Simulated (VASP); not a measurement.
# NaF (Pm-3m) in VASP: relaxation of cell and atoms with r2SCAN

Aim: the relaxation of cell and atoms of NaF with r2SCAN.

Everything below comes from runs of VASP 6.6.1. Logs are shortened: lines on timing, memory, paths and dates and some standing lists are left out, and cuts for length are marked.

## 1. The cell of the first run

The structure is cubic, space group Pm-3m (No. 221). The conventional cell has a = 2.865 Å, b = 2.865 Å, c = 2.865 Å, α = 90.00°, β = 90.00°, γ = 90.00°. Within 3.3 Å of Na (site symmetry m-3m) lie 8 F at 2.48 Å and 6 Na at 2.86 Å. Within 3.3 Å of F (site symmetry m-3m) lie 8 Na at 2.48 Å and 6 F at 2.86 Å.

## 2. Relaxation of cell and atoms, r2SCAN

Input file POSCAR:

```
NaF
1.0
    2.8648044011      0.0000000000      0.0000000000
    0.0000000000      2.8648044011      0.0000000000
    0.0000000000      0.0000000000      2.8648044011
Na F
1 1
Direct
    0.0000000000      0.0000000000      0.0000000000
    0.5000000000      0.5000000000      0.5000000000
```

Input file INCAR.step1:

```
PREC = Accurate ; ENCUT = 1250
ISMEAR = -1 ; SIGMA = 0.02
LREAL = F ; LASPH = T
NELM = 120 ; GGA = PE
ALGO = Normal ; EDIFF = 1E-5
LWAVE = T ; LCHARG = F
GGA_COMPAT = F ; IBRION = 2
ISIF = 3 ; EDIFFG = -0.005
NELMIN = 4 ; NSW = 100
```

Input file INCAR.step2:

```
PREC = Accurate ; ENCUT = 1250
EDIFF = 1E-7 ; ISMEAR = -1
SIGMA = 0.02 ; LREAL = F
LASPH = T ; NELM = 120
ALGO = Normal ; ISIF = 3
LWAVE = F ; LCHARG = F
METAGGA = R2SCAN ; LMIXTAU = T
IBRION = 2 ; NSW = 80
EDIFFG = -0.005 ; ISTART = 1
GGA_COMPAT = F ; NELMIN = 4
```

Input file KPOINTS:

```
regular mesh
0
Gamma
  8 8 8
```

Potentials or basis: VASP PAW PBE potentials, release 64 (Na_sv, F).

Launch:

```
cat potpaw_PBE.64/Na_sv/POTCAR potpaw_PBE.64/F/POTCAR > POTCAR
cp INCAR.step1 INCAR
mpirun -np 1 vasp_std > vasp.out
cp INCAR.step2 INCAR
mpirun -np 1 vasp_std > vasp.out
```

OUTCAR:

```text
PREC = Accurate
   ENCUT = 1250
   EDIFF = 1E-7
   ISMEAR = -1
   LREAL = F
   LASPH = T
   NELM = 120
   ISIF = 3
   METAGGA = R2SCAN
   IBRION = 2
   NSW = 80
   EDIFFG = -0.005
   ISTART = 1
   NELMIN = 4

 ion  position               nearest neighbor table
   1  0.000  0.000  0.000-
   2  0.500  0.500  0.500-

  LATTYP: Found a simple cubic cell.
 ALAT       =     2.8648044011

  Lattice vectors:

 A1 = (   2.8648044011,   0.0000000000,   0.0000000000)
 A2 = (   0.0000000000,   2.8648044011,   0.0000000000)
 A3 = (   0.0000000000,   0.0000000000,   2.8648044011)

Analysis of symmetry for initial positions (statically):
=====================================================================
 Subroutine PRICEL returns:
 Original cell was already a primitive cell.

 Routine SETGRP: Setting up the symmetry group for a
 simple cubic supercell.

 Subroutine GETGRP returns: Found 48 space group operations
 (whereof 48 operations were pure point group operations)
 out of a pool of 48 trial point group operations.

The static configuration has the point symmetry O_h .

Analysis of symmetry for dynamics (positions and initial velocities):
=====================================================================
 Subroutine PRICEL returns:
 Original cell was already a primitive cell.

 Routine SETGRP: Setting up the symmetry group for a
 simple cubic supercell.

 Subroutine GETGRP returns: Found 48 space group operations
 (whereof 48 operations were pure point group operations)
 out of a pool of 48 trial point group operations.

The dynamic configuration has the point symmetry O_h .

 Subroutine INISYM returns: Found 48 space group operations
 (whereof 48 operations are pure point group operations),
 and found     1 'primitive' translations

----------------------------------------------------------------------------------------

                                     Primitive cell

  volume of cell :      23.5117

  direct lattice vectors                    reciprocal lattice vectors
     2.864804401  0.000000000  0.000000000     0.349063971  0.000000000  0.000000000
     0.000000000  2.864804401  0.000000000     0.000000000  0.349063971  0.000000000
     0.000000000  0.000000000  2.864804401     0.000000000  0.000000000  0.349063971

  length of vectors
     2.864804401  2.864804401  2.864804401     0.349063971  0.349063971  0.349063971

  position of ions in fractional coordinates (direct lattice)
     0.000000000  0.000000000  0.000000000
     0.500000000  0.500000000  0.500000000

  ion indices of the primitive-cell ions
   primitive index   ion index
                 1           1
                 2           2

----------------------------------------------------------------------------------------

 KPOINTS: regular mesh

Automatic generation of k-mesh.
 Grid dimensions read from file:
 generate k-points for:    8    8    8

 Generating k-lattice:

  Cartesian coordinates                     Fractional coordinates (reciprocal lattice)
     0.043632996  0.000000000  0.000000000     0.125000000  0.000000000  0.000000000
     0.000000000  0.043632996  0.000000000     0.000000000  0.125000000  0.000000000
     0.000000000  0.000000000  0.043632996     0.000000000  0.000000000  0.125000000

  Length of vectors
     0.043632996  0.043632996  0.043632996

  Shift w.r.t. Gamma in fractional coordinates (k-lattice)
     0.000000000  0.000000000  0.000000000

 Subroutine IBZKPT returns following result:
 ===========================================

 Found     35 irreducible k-points:

 Following reciprocal coordinates:
            Coordinates               Weight
  0.000000  0.000000  0.000000      1.000000
  0.125000  0.000000  0.000000      6.000000
  0.250000  0.000000  0.000000      6.000000
  0.375000  0.000000  0.000000      6.000000
  0.500000  0.000000  0.000000      3.000000
  0.125000  0.125000  0.000000     12.000000
[... 16 lines left out ...]
  0.375000  0.375000  0.125000     24.000000
  0.500000  0.375000  0.125000     24.000000
 [... further k-points ...]
   k-points           NKPTS =     35   k-points in BZ     NKDIM =     35   number of bands    NBANDS=     12
   number of dos      NEDOS =    301   number of ions     NIONS =      2
   total plane-waves  NPLWV =  46656
   dimension x,y,z NGX =    36 NGY =   36 NGZ =   36
   dimension x,y,z NGXF=    72 NGYF=   72 NGZF=   72
   ions per type =               1   1
   NGX,Y,Z   is equivalent  to a cutoff of  20.89, 20.89, 20.89 a.u.
   NGXF,Y,Z  is equivalent  to a cutoff of  41.78, 41.78, 41.78 a.u.
 SYSTEM =  unknown system
   PREC   = accura    normal or accurate (medium, high low for compatibility)
   ISTART =      1    job   : 0-new  1-cont  2-samecut
   ICHARG =      0    charge: 1-file 2-atom 10-const
   ISPIN  =      1    spin polarized calculation?
   LNONCOLLINEAR =      F non collinear calculations
   LSORBIT =      F    spin-orbit coupling
   LASPH  =      T    aspherical Exc in radial PAW
   ENCUT  = 1250.0 eV  91.87 Ry    9.59 a.u.   8.26  8.26  8.26*2*pi/ulx,y,z
   NELM   =    120;   NELMIN=  4; NELMDL=  0     # of ELM steps
   EDIFF  = 0.1E-06   stopping-criterion for ELM
   LREAL  =      F    real-space projection
   EDIFFG = -.5E-02   stopping-criterion for IOM
   NSW    =     80    number of steps for IOM
   IBRION =      2    ionic relax: 0-MD 1-quasi-New 2-CG
   NFREE  =      1    steps in history (QN), initial steepest desc. (CG)
   ISIF   =      3    stress and relaxation
   ISYM   =      2    0-nonsym 1-usesym 2-fastsym
   POTIM  = 0.5000    time-step for ionic-motion
   TEBEG  =    0.0;   TEEND  =   0.0 temperature during run
   PSTRESS=    0.0 pullay stress
   NELECT =      16.0000    total number of electrons
   NUPDOWN=      -1.0000    fix difference up-down
   EMIN   =  10.00;   EMAX   =-10.00  energy-range for DOS
   EFERMI =   0.00;   METHOD = LEGACY
   ISMEAR =    -1;   SIGMA  =   0.02  broadening in eV -4-tet -1-fermi 0-gaus
   EFERMI_NEDOS =   21; number of points for ismear=-14 and -15
   IALGO  =     38    algorithm
   IMIX   =      4    mixing-type and parameters
     AMIX     =   0.40;   BMIX     =  1.00
     AMIX_MAG =   1.60;   BMIX_MAG =  1.00
  volume/ion in A,a.u.               =      11.76        79.33
  Fermi-wavevector in a.u.,A,eV,Ry     =   1.439969  2.721147 28.211831  2.073511
  Thomas-Fermi vector in A             =   2.558766
   LORBIT       =      0    0 simple, 1 ext, 2 COOP (PROOUT), +10 PAW based schemes
   METAGGA = R2SCAN    functional components
   LHFCALC =     F    Hartree Fock is set to
   AEXX    =    0.0000 exact exchange contribution
   IVDW    =     0    specifies the selected vdW correction
   LEPSILON=     F    determine dielectric tensor
   LRPA    =     F    only Hartree local field effects (RPA)
 conjugate gradient relaxation of ions
 non-spin polarized calculation
  energy-cutoff  :     1250.00
  volume of cell :       23.51
 maximum number of plane-waves:      2383
 NGX is ok and might be reduce to    36
   NGX = 17   NGY = 17   NGZ = 17

--------------------------------------- Ionic step        1  -------------------------------------------

 number of electron      15.9999997 magnetization

 Free energy of the ion-electron system (eV)
  ---------------------------------------------------
  ext. energy  EPLUGINS =         0.00000000
  ---------------------------------------------------
  free energy    TOTEN  =       -12.26291711 eV

  energy without entropy =      -12.26291711  energy(sigma->0) =      -12.26291711

 E-fermi :  -0.8044     XC(G=0):  -9.9204

 val. band max:       -1.2273000157   @ k =   0.5000   0.5000   0.0000
 cond. band min:       5.3361766495   @ k =   0.0000   0.0000   0.0000
 fundamental gap:      6.5634766652
 Fermi energy:        -0.8043740435

 k-point     1 :       0.0000    0.0000    0.0000
  band No.  band energies     occupation
      1     -51.6702      2.00000
      2     -22.0446      2.00000
      3     -21.9962      2.00000
      4     -21.9962      2.00000
      5     -21.9962      2.00000
      6      -1.5385      2.00000
      7      -1.5385      2.00000
      8      -1.5385      2.00000
      9       5.3362      0.00000
     10      15.1969      0.00000
     11      15.1969      0.00000
     12      23.1187      0.00000

 k-point     2 :       0.1250    0.0000    0.0000
  band No.  band energies     occupation
      1     -51.6675      2.00000
      2     -22.2717      2.00000
      3     -21.9929      2.00000
      4     -21.9929      2.00000
      5     -21.7602      2.00000
      6      -1.9100      2.00000
      7      -1.5207      2.00000
      8      -1.5207      2.00000
      9       5.8325      0.00000
     10      14.9020      0.00000
     11      15.4837      0.00000
     12      23.0774      0.00000
[... 424 lines left out ...]
 POSITION                                       TOTAL-FORCE (eV/Angst)
 -----------------------------------------------------------------------------------
      0.00000      0.00000      0.00000        -0.000000      0.000000      0.000000
      1.39827      1.39827      1.39827         0.000000      0.000000      0.000000
 -----------------------------------------------------------------------------------
    total drift:                                0.000000      0.000000      0.000000

  FREE ENERGIE OF THE ION-ELECTRON SYSTEM (eV)
  ---------------------------------------------------
  free  energy   TOTEN  =       -12.2845582142 eV

  energy  without entropy=      -12.2845582142  energy(sigma->0) =      -12.28455821

--------------------------------------- Ionic step        4  -------------------------------------------

 number of electron      16.0000004 magnetization

 Free energy of the ion-electron system (eV)
  ---------------------------------------------------
  ext. energy  EPLUGINS =         0.00000000
  ---------------------------------------------------
  free energy    TOTEN  =       -12.28457876 eV

  energy without entropy =      -12.28457876  energy(sigma->0) =      -12.28457876

 E-fermi :  -0.3422     XC(G=0): -10.3298

 val. band max:       -0.7973001095   @ k =   0.5000   0.5000   0.0000
 cond. band min:       6.2507311533   @ k =   0.0000   0.0000   0.0000
 fundamental gap:      7.0480312628
 Fermi energy:        -0.3421875047

 k-point     1 :       0.0000    0.0000    0.0000
  band No.  band energies     occupation
      1     -51.1019      2.00000
      2     -21.8082      2.00000
      3     -21.4077      2.00000
      4     -21.4077      2.00000
      5     -21.4077      2.00000
      6      -1.1381      2.00000
      7      -1.1381      2.00000
      8      -1.1381      2.00000
      9       6.2507      0.00000
     10      16.0065      0.00000
     11      16.0065      0.00000
     12      24.7580      0.00000

 k-point     2 :       0.1250    0.0000    0.0000
  band No.  band energies     occupation
      1     -51.0983      2.00000
      2     -21.9482      2.00000
      3     -21.4034      2.00000
      4     -21.4034      2.00000
      5     -21.2575      2.00000
      6      -1.5478      2.00000
      7      -1.1194      2.00000
      8      -1.1194      2.00000
      9       6.7723      0.00000
     10      15.7915      0.00000
     11      16.3086      0.00000
     12      24.6907      0.00000
[... 352 lines left out ...]
 POSITION                                       TOTAL-FORCE (eV/Angst)
 -----------------------------------------------------------------------------------
      0.00000      0.00000      0.00000        -0.000000      0.000000      0.000000
      1.39717      1.39717      1.39717         0.000000      0.000000      0.000000
 -----------------------------------------------------------------------------------
    total drift:                                0.000000      0.000000      0.000000

  FREE ENERGIE OF THE ION-ELECTRON SYSTEM (eV)
  ---------------------------------------------------
  free  energy   TOTEN  =       -12.2845787550 eV

  energy  without entropy=      -12.2845787550  energy(sigma->0) =      -12.28457876

 reached required accuracy - stopping structural energy minimisation
```

Run time: 4.2 min. Hardware: 1 thread of AMD EPYC 9R45 (Zen 5), shared host; peak memory 0.21 GiB.

Results:

| Property | Result |
| --- | --- |
| Free energy | -12.2846 eV |
| Relaxed volume | 10.91 Å³/atom |
| Relaxed cell | a = 2.794 Å, b = 2.794 Å, c = 2.794 Å, α = 90.00°, β = 90.00°, γ = 90.00° |
| Space group after relaxing (to 0.1 Å) | Pm-3m (No. 221) |
| Energy gained by relaxing | 10.8 meV/atom |
| Ionic steps | 4 |
| Pressure after relaxing | 0.0 GPa |
| Band gap on the k mesh | 7.05 eV (least direct gap 7.39 eV) |

Step by step:
```tsv
step	energy change (eV)	largest force (eV/Å)	pressure (GPa)	volume (Å³)
1	0.0000	0.0000	-3.83	23.51
2	-0.0171	0.0000	-1.90	22.57
3	-0.0216	0.0000	-0.14	21.87
4	-0.0217	0.0000	0.01	21.82
```

Final structure:
```
Na F
1.0
     2.79435    0.00000    0.00000
     0.00000    2.79435    0.00000
     0.00000    0.00000    2.79435
Na F
1 1
Direct
  0.00000 0.00000 0.00000
  0.50000 0.50000 0.50000
```

Levels at points of the mesh, in eV from the valence-band top:
| k point | band 4 | band 5 | band 6 | band 7 | band 8 | band 9 | band 10 | band 11 | band 12 |
| --- | --- | --- | --- | --- | --- | --- | --- | --- | --- |
| (0.00, 0.00, 0.00) | -20.61 | -20.61 | -0.34 | -0.34 | -0.34 | 7.05 | 16.80 | 16.80 | 25.56 |
| (0.50, 0.00, 0.00) | -20.58 | -19.96 | -2.63 | -0.21 | -0.21 | 11.86 | 12.97 | 21.03 | 22.41 |
| (0.50, 0.50, 0.00) | -20.56 | -20.49 | -1.90 | -1.90 | 0.00 | 13.06 | 16.43 | 16.43 | 16.80 |
| (0.50, 0.50, 0.50) | -20.79 | -20.26 | -1.67 | -1.67 | -1.67 | 15.47 | 15.47 | 15.47 | 20.83 |

Caveat: the structure was generated, so it needn't be the stable form of NaF; the PAW data sets were made with another functional, which shifts forces and pressure a little.
